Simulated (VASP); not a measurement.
# Ir (Fm-3m) in VASP: a series of runs

Runs on Ir. Level: PBE. Tasks: single point.

Everything below comes from runs of VASP 6.6.1. Logs are shortened: lines on timing, memory, paths and dates and some standing lists are left out, and cuts for length are marked.

### 1 The cell of the first run

The structure is cubic, space group Fm-3m (No. 225). Conventional cell: a = 3.532 Å, b = 3.532 Å, c = 3.532 Å, α = 90.00°, β = 90.00°, γ = 90.00°. Ir (site symmetry m-3m) has 12 Ir at 2.50 Å within 3.3 Å.

### 2 Single point, PBE (strain -0.080 along x and y, -0.080 along z)

INCAR

```
ALGO = Normal
EDIFF = 1E-6
ENCUT = 520
GGA = PE
ISIF = 2
ISMEAR = 0
LASPH = T
LCHARG = T
LELF = T
LREAL = F
LVHAR = T
LWAVE = F
NBANDS = 10
NELM = 100
PREC = Accurate
SIGMA = 0.15
```

KPOINTS

```
k-points
0
Gamma
  22 22 22
```

POSCAR

```
Ir
1.0
    0.0000000000      1.7661240000      1.7661240000
    1.7661240000      0.0000000000      1.7661240000
    1.7661240000      1.7661240000      0.0000000000
Ir
1
Direct
    0.0000000000      0.0000000000      0.0000000000
```

Potentials or basis: VASP PAW PBE potentials, release 64 (Ir).

Started as:

```
$ cat potpaw_PBE.64/Ir/POTCAR > POTCAR
$ mpirun -np 1 vasp_std > vasp.out
```

OUTCAR:

```text
EDIFF = 1E-6
   ENCUT = 520
   GGA = PE
   ISIF = 2
   ISMEAR = 0
   LASPH = T
   LREAL = F
   NELM = 100
   PREC = Accurate

 ion  position               nearest neighbor table
   1  0.000  0.000  0.000-

  LATTYP: Found a face centered cubic cell.
 ALAT       =     3.5322480000

  Lattice vectors:

 A1 = (   0.0000000000,   1.7661240000,   1.7661240000)
 A2 = (   1.7661240000,   0.0000000000,   1.7661240000)
 A3 = (   1.7661240000,   1.7661240000,   0.0000000000)

Analysis of symmetry for initial positions (statically):
=====================================================================
 Subroutine PRICEL returns:
 Original cell was already a primitive cell.

 Routine SETGRP: Setting up the symmetry group for a
 face centered cubic supercell.

 Subroutine GETGRP returns: Found 48 space group operations
 (whereof 48 operations were pure point group operations)
 out of a pool of 48 trial point group operations.

The static configuration has the point symmetry O_h .

Analysis of symmetry for dynamics (positions and initial velocities):
=====================================================================
 Subroutine PRICEL returns:
 Original cell was already a primitive cell.

 Routine SETGRP: Setting up the symmetry group for a
 face centered cubic supercell.

 Subroutine GETGRP returns: Found 48 space group operations
 (whereof 48 operations were pure point group operations)
 out of a pool of 48 trial point group operations.

The dynamic configuration has the point symmetry O_h .

 Subroutine INISYM returns: Found 48 space group operations
 (whereof 48 operations are pure point group operations),
 and found     1 'primitive' translations

----------------------------------------------------------------------------------------

                                     Primitive cell

  volume of cell :      11.0178

  direct lattice vectors                    reciprocal lattice vectors
     0.000000000  1.766124000  1.766124000    -0.283105829  0.283105829  0.283105829
     1.766124000  0.000000000  1.766124000     0.283105829 -0.283105829  0.283105829
     1.766124000  1.766124000  0.000000000     0.283105829  0.283105829 -0.283105829

  length of vectors
     2.497676514  2.497676514  2.497676514     0.490353681  0.490353681  0.490353681

  position of ions in fractional coordinates (direct lattice)
     0.000000000  0.000000000  0.000000000

  ion indices of the primitive-cell ions
   primitive index   ion index
                 1           1

----------------------------------------------------------------------------------------

 KPOINTS: k-points

Automatic generation of k-mesh.
 Grid dimensions read from file:
 generate k-points for:   22   22   22

 Generating k-lattice:

  Cartesian coordinates                     Fractional coordinates (reciprocal lattice)
    -0.012868447  0.012868447  0.012868447     0.045454545  0.000000000  0.000000000
     0.012868447 -0.012868447  0.012868447     0.000000000  0.045454545  0.000000000
     0.012868447  0.012868447 -0.012868447     0.000000000  0.000000000  0.045454545

  Length of vectors
     0.022288804  0.022288804  0.022288804

  Shift w.r.t. Gamma in fractional coordinates (k-lattice)
     0.000000000  0.000000000  0.000000000

 Subroutine IBZKPT returns following result:
 ===========================================

 Found    328 irreducible k-points:

 Following reciprocal coordinates:
            Coordinates               Weight
  0.000000  0.000000  0.000000      1.000000
  0.045455  0.000000  0.000000      8.000000
  0.090909  0.000000  0.000000      8.000000
  0.136364  0.000000  0.000000      8.000000
  0.181818  0.000000  0.000000      8.000000
  0.227273  0.000000  0.000000      8.000000
[... 16 lines left out ...]
  0.500000  0.045455  0.000000     24.000000
 -0.454545  0.045455  0.000000     24.000000
 [... further k-points ...]
   k-points           NKPTS =    328   k-points in BZ     NKDIM =    328   number of bands    NBANDS=     10
   number of dos      NEDOS =    301   number of ions     NIONS =      1
   total plane-waves  NPLWV =   8000
   dimension x,y,z NGX =    20 NGY =   20 NGZ =   20
   dimension x,y,z NGXF=    40 NGYF=   40 NGZF=   40
   ions per type =               1
   NGX,Y,Z   is equivalent  to a cutoff of  13.31, 13.31, 13.31 a.u.
   NGXF,Y,Z  is equivalent  to a cutoff of  26.62, 26.62, 26.62 a.u.
 SYSTEM =  unknown system
   PREC   = accura    normal or accurate (medium, high low for compatibility)
   ISTART =      0    job   : 0-new  1-cont  2-samecut
   ICHARG =      2    charge: 1-file 2-atom 10-const
   ISPIN  =      1    spin polarized calculation?
   LNONCOLLINEAR =      F non collinear calculations
   LSORBIT =      F    spin-orbit coupling
   LASPH  =      T    aspherical Exc in radial PAW
   ENCUT  =  520.0 eV  38.22 Ry    6.18 a.u.   4.64  4.64  4.64*2*pi/ulx,y,z
   NELM   =    100;   NELMIN=  2; NELMDL= -5     # of ELM steps
   EDIFF  = 0.1E-05   stopping-criterion for ELM
   LREAL  =      F    real-space projection
   EDIFFG = 0.1E-04   stopping-criterion for IOM
   NSW    =      0    number of steps for IOM
   IBRION =     -1    ionic relax: 0-MD 1-quasi-New 2-CG
   NFREE  =      0    steps in history (QN), initial steepest desc. (CG)
   ISIF   =      2    stress and relaxation
   ISYM   =      2    0-nonsym 1-usesym 2-fastsym
   POTIM  = 0.5000    time-step for ionic-motion
   TEBEG  =    0.0;   TEEND  =   0.0 temperature during run
   PSTRESS=    0.0 pullay stress
   NELECT =       9.0000    total number of electrons
   NUPDOWN=      -1.0000    fix difference up-down
   EMIN   =  10.00;   EMAX   =-10.00  energy-range for DOS
   EFERMI =   0.00;   METHOD = LEGACY
   ISMEAR =     0;   SIGMA  =   0.15  broadening in eV -4-tet -1-fermi 0-gaus
   EFERMI_NEDOS =   21; number of points for ismear=-14 and -15
   IALGO  =     38    algorithm
   IMIX   =      4    mixing-type and parameters
     AMIX     =   0.40;   BMIX     =  1.00
     AMIX_MAG =   1.60;   BMIX_MAG =  1.00
  volume/ion in A,a.u.               =      11.02        74.35
  Fermi-wavevector in a.u.,A,eV,Ry     =   1.530351  2.891945 31.864507  2.341975
  Thomas-Fermi vector in A             =   2.637846
   LORBIT       =      0    0 simple, 1 ext, 2 COOP (PROOUT), +10 PAW based schemes
   GGA     = PE    functional components
   LHFCALC =     F    Hartree Fock is set to
   AEXX    =    0.0000 exact exchange contribution
   IVDW    =     0    specifies the selected vdW correction
   LEPSILON=     F    determine dielectric tensor
   LRPA    =     F    only Hartree local field effects (RPA)
 non-spin polarized calculation
 Gauss-broadening in eV      SIGMA  =   0.15
  energy-cutoff  :      520.00
  volume of cell :       11.02
 maximum number of plane-waves:       307
   NGX =  9   NGY =  9   NGZ =  9

 number of electron       9.0000000 magnetization

 Free energy of the ion-electron system (eV)
  ---------------------------------------------------
  ext. energy  EPLUGINS =         0.00000000
  ---------------------------------------------------
  free energy    TOTEN  =        -7.24304589 eV

  energy without entropy =       -7.23499140  energy(sigma->0) =       -7.23901864

 E-fermi :  15.3172     XC(G=0): -15.5151

 val. band max:       15.3134787047   @ k =   0.3636   0.1818   0.0000
 cond. band min:      15.3217309235   @ k =   0.4545   0.3636   0.0000
 fundamental gap:      0.0082522188
 Fermi energy:        15.3172000580

 k-point     1 :       0.0000    0.0000    0.0000
  band No.  band energies     occupation
      1       1.3276      2.00000
      2       9.6599      2.00000
      3       9.6599      2.00000
      4       9.6599      2.00000
      5      13.6377      2.00000
      6      13.6377      2.00000
      7      28.8150      0.00000
      8      36.0111      0.00000
      9      36.0111      0.00000
     10      36.0111      0.00000

 k-point     2 :       0.0455    0.0000    0.0000
  band No.  band energies     occupation
      1       1.4508      2.00000
      2       9.5832      2.00000
      3       9.7175      2.00000
      4       9.7175      2.00000
      5      13.5909      2.00000
      6      13.5909      2.00000
      7      29.0486      0.00000
      8      35.4034      0.00000
      9      36.2296      0.00000
     10      36.2296      0.00000

 k-point     3 :       0.0909    0.0000    0.0000
  band No.  band energies     occupation
      1       1.8085      2.00000
      2       9.3796      2.00000
      3       9.8762      2.00000
      4       9.8762      2.00000
      5      13.4739      2.00000
      6      13.4739      2.00000
      7      29.7082      0.00000
      8      34.1566      0.00000
      9      36.8709      0.00000
     10      36.8709      0.00000

 k-point     4 :       0.1364    0.0000    0.0000
  band No.  band energies     occupation
      1       2.3613      2.00000
      2       9.1240      2.00000
      3      10.0881      2.00000
      4      10.0881      2.00000
      5      13.3582      2.00000
      6      13.3582      2.00000
      7      30.6145      0.00000
      8      32.9195      0.00000
      9      37.8962      0.00000
     10      37.8962      0.00000
[... 222 lines left out ...]
 k-point    22 :       0.4545    0.0455    0.0000
  band No.  band energies     occupation
      1       4.3360      2.00000
      2       9.3913      2.00000
      3       9.6381      2.00000
      4      12.9993      2.00000
      5      16.6783      0.00000
      6      16.7409      0.00000
      7      26.1066      0.00000
      8      29.2492      0.00000
      9      37.4877      0.00000
     10      38.0796      0.00000

 k-point    23 :       0.5000    0.0455    0.0000
  band No.  band energies     occupation
      1       4.2960      2.00000
      2       9.3360      2.00000
      3       9.5563      2.00000
      4      13.5842      2.00000
      5      16.7893      0.00000
      6      17.2326      0.00000
      7      25.6181      0.00000
      8      28.7307      0.00000
      9      37.2015      0.00000
     10      37.2868      0.00000

 k-point    24 :      -0.4545    0.0455    0.0000
  band No.  band energies     occupation
      1       4.3056      2.00000
      2       9.3660      2.00000
      3       9.5533      2.00000
      4      13.4860      2.00000
      5      16.5622      0.00000
      6      17.3046      0.00000
      7      25.7313      0.00000
      8      28.8335      0.00000
      9      37.1251      0.00000
     10      37.5876      0.00000

 [... further k-points ...]
[... 5 lines left out ...]
  --------------------------------------------------------------------------------------
  -------------------------------------------------------------------------------------
  Total       13.2760745     13.2760745     13.2760745      0.0000000      0.0000000      0.0000000
  in kB     1930.5750592   1930.5750592   1930.5750592      0.0000000      0.0000000      0.0000000
  external PRESSURE =    1930.5750592 kB  Pullay stress =       0.0000000 kB

 VOLUME and BASIS-vectors are now :
 -----------------------------------------------------------------------------
  energy-cutoff  :      520.00
  volume of cell :       11.02
      direct lattice vectors                 reciprocal lattice vectors
     0.000000000  1.766124000  1.766124000    -0.283105829  0.283105829  0.283105829
     1.766124000  0.000000000  1.766124000     0.283105829 -0.283105829  0.283105829
     1.766124000  1.766124000  0.000000000     0.283105829  0.283105829 -0.283105829

 POSITION                                       TOTAL-FORCE (eV/Angst)
 -----------------------------------------------------------------------------------
      0.00000      0.00000      0.00000         0.000000     -0.000000     -0.000000
 -----------------------------------------------------------------------------------
    total drift:                                0.000000      0.000000     -0.000000

  FREE ENERGIE OF THE ION-ELECTRON SYSTEM (eV)
  ---------------------------------------------------
  free  energy   TOTEN  =        -7.2430458891 eV

  energy  without entropy=       -7.2349913955  energy(sigma->0) =       -7.23901864
```

It took 36 s on 1 thread of Intel Xeon Platinum 8259CL at 2.50GHz (Skylake/Cascade Lake), shared host; peak memory 0.16 GiB.

Results:

| Item | Value |
| --- | --- |
| Free energy | -7.2430 eV |
| Pressure | 193.1 GPa |
| Band gap on the k mesh | zero (an odd number of electrons rules out a gap without spin polarisation) |

Caveat: the cell differs from its parent crystal (strain -0.080 along x and y, -0.080 along z); the cell stands under pressure; spin-orbit coupling is left out, which moves the levels of the heavy elements.

### 3 Single point, PBE (strain -0.040 along x and y, -0.040 along z)

INCAR

```
  PREC = Accurate
  ENCUT = 520
  EDIFF = 1E-6
  ISMEAR = 0
  SIGMA = 0.15
  LREAL = F
  LASPH = T
  NELM = 80
  ALGO = Normal
  ISIF = 2
  LWAVE = F
  LCHARG = T
  GGA = PE
  LELF = T
  LVHAR = T
  NBANDS = 10
```

KPOINTS

```
regular mesh
0
Gamma
  22 22 22
```

POSCAR

```
Ir
1.0
    0.0000000000      1.8429120000      1.8429120000
    1.8429120000      0.0000000000      1.8429120000
    1.8429120000      1.8429120000      0.0000000000
Ir
1
Direct
    0.0000000000      0.0000000000      0.0000000000
```

Potentials or basis: VASP PAW PBE potentials, release 64 (Ir).

Started as:

```
$ cat potpaw_PBE.64/Ir/POTCAR > POTCAR
$ mpirun -np 1 vasp_std > vasp.out
```

OUTCAR:

```text
PREC = Accurate
   ENCUT = 520
   EDIFF = 1E-6
   ISMEAR = 0
   LREAL = F
   LASPH = T
   NELM = 80
   ISIF = 2
   GGA = PE

 ion  position               nearest neighbor table
   1  0.000  0.000  0.000-

  LATTYP: Found a face centered cubic cell.
 ALAT       =     3.6858240000

  Lattice vectors:

 A1 = (   0.0000000000,   1.8429120000,   1.8429120000)
 A2 = (   1.8429120000,   0.0000000000,   1.8429120000)
 A3 = (   1.8429120000,   1.8429120000,   0.0000000000)

Analysis of symmetry for initial positions (statically):
=====================================================================
 Subroutine PRICEL returns:
 Original cell was already a primitive cell.

 Routine SETGRP: Setting up the symmetry group for a
 face centered cubic supercell.

 Subroutine GETGRP returns: Found 48 space group operations
 (whereof 48 operations were pure point group operations)
 out of a pool of 48 trial point group operations.

The static configuration has the point symmetry O_h .

Analysis of symmetry for dynamics (positions and initial velocities):
=====================================================================
[... 157 lines left out ...]

 val. band max:       12.6444398012   @ k =   0.4091   0.1818   0.0455
 cond. band min:      12.6518117773   @ k =  -0.1818   0.1364   0.0455
 fundamental gap:      0.0073719761
 Fermi energy:        12.6451610665

 k-point     1 :       0.0000    0.0000    0.0000
  band No.  band energies     occupation
      1       0.1789      2.00000
      2       7.9878      2.00000
      3       7.9878      2.00000
      4       7.9878      2.00000
      5      11.2510      2.00000
      6      11.2510      2.00000
      7      26.6692      0.00000
      8      33.0127      0.00000
      9      33.0127      0.00000
     10      33.0127      0.00000
[... 287 lines left out ...]
 k-point    24 :      -0.4545    0.0455    0.0000
  band No.  band energies     occupation
      1       3.2756      2.00000
      2       7.7701      2.00000
      3       7.9236      2.00000
      4      11.0719      2.00000
      5      13.6411      0.00000
      6      14.2802      0.00000
      7      21.4516      0.00000
      8      26.5180      0.00000
      9      33.3196      0.00000
     10      33.7781      0.00000

 [... further k-points ...]
[... 5 lines left out ...]
  --------------------------------------------------------------------------------------
  -------------------------------------------------------------------------------------
  Total        5.9145978      5.9145978      5.9145978      0.0000000      0.0000000      0.0000000
  in kB      756.9932535    756.9932535    756.9932535      0.0000000      0.0000000      0.0000000
  external PRESSURE =     756.9932535 kB  Pullay stress =       0.0000000 kB

 VOLUME and BASIS-vectors are now :
 -----------------------------------------------------------------------------
  energy-cutoff  :      520.00
  volume of cell :       12.52
      direct lattice vectors                 reciprocal lattice vectors
     0.000000000  1.842912000  1.842912000    -0.271309753  0.271309753  0.271309753
     1.842912000  0.000000000  1.842912000     0.271309753 -0.271309753  0.271309753
     1.842912000  1.842912000  0.000000000     0.271309753  0.271309753 -0.271309753

 POSITION                                       TOTAL-FORCE (eV/Angst)
 -----------------------------------------------------------------------------------
      0.00000      0.00000      0.00000         0.000000      0.000000      0.000000
 -----------------------------------------------------------------------------------
    total drift:                                0.000000     -0.000000     -0.000000

  FREE ENERGIE OF THE ION-ELECTRON SYSTEM (eV)
  ---------------------------------------------------
  free  energy   TOTEN  =        -8.4437237939 eV

  energy  without entropy=       -8.4336837431  energy(sigma->0) =       -8.43870377
```

OSZICAR:

```text
N       E                     dE             d eps       ncg     rms          rms(c)
DAV:   1     0.499202841038E+02    0.49920E+02   -0.44786E+03  6608   0.837E+02
DAV:   2    -0.809389208680E+01   -0.58014E+02   -0.55449E+02  6736   0.205E+02
DAV:   3    -0.893393244232E+01   -0.84004E+00   -0.83761E+00  7650   0.298E+01
DAV:   4    -0.894138533042E+01   -0.74529E-02   -0.74512E-02  7552   0.259E+00
DAV:   5    -0.894152258176E+01   -0.13725E-03   -0.13725E-03  7836   0.328E-01    0.214E+01
DAV:   6    -0.855714041227E+01    0.38438E+00   -0.48544E-01  7452   0.889E+00    0.984E+00
DAV:   7    -0.845029550223E+01    0.10684E+00   -0.24810E-01  8496   0.587E+00    0.140E+00
DAV:   8    -0.844454314103E+01    0.57524E-02   -0.29581E-03  7306   0.744E-01    0.413E-01
DAV:   9    -0.844371614774E+01    0.82699E-03   -0.93204E-04  7622   0.438E-01    0.175E-02
DAV:  10    -0.844372442481E+01   -0.82771E-05   -0.71172E-06  8956   0.230E-02    0.919E-03
DAV:  11    -0.844372379389E+01    0.63092E-06   -0.12610E-07  3980   0.440E-03
   1 F= -.84437238E+01 E0= -.84387038E+01  d E =-.100401E-01
```

It took 35 s on 1 thread of Intel Xeon Platinum 8259CL at 2.50GHz (Skylake/Cascade Lake), shared host; peak memory 0.16 GiB.

What came out:

```yaml
Free_energy: -8.4437 eV
Pressure: 75.7 GPa
Band_gap_on_the_k_mesh: zero (an odd number of electrons rules out a gap without spin polarisation)
```

Levels at points of the mesh, in eV from the Fermi level:
```tsv
k point	band 1	band 2	band 3	band 4	band 5	band 6	band 7	band 8	band 9
(0.00, 0.00, 0.00)	-12.47	-4.66	-4.66	-4.66	-1.39	-1.39	14.02	20.37	20.37
(0.50, 0.00, 0.00)	-9.47	-4.81	-4.81	-1.02	1.16	1.16	8.66	13.60	20.87
(0.50, 0.50, 0.00)	-9.43	-8.78	1.13	1.77	1.89	1.89	12.34	12.34	12.37
```

Caveat: the cell differs from its parent crystal (strain -0.040 along x and y, -0.040 along z); the cell stands under pressure; spin-orbit coupling is left out, which moves the levels of the heavy elements.
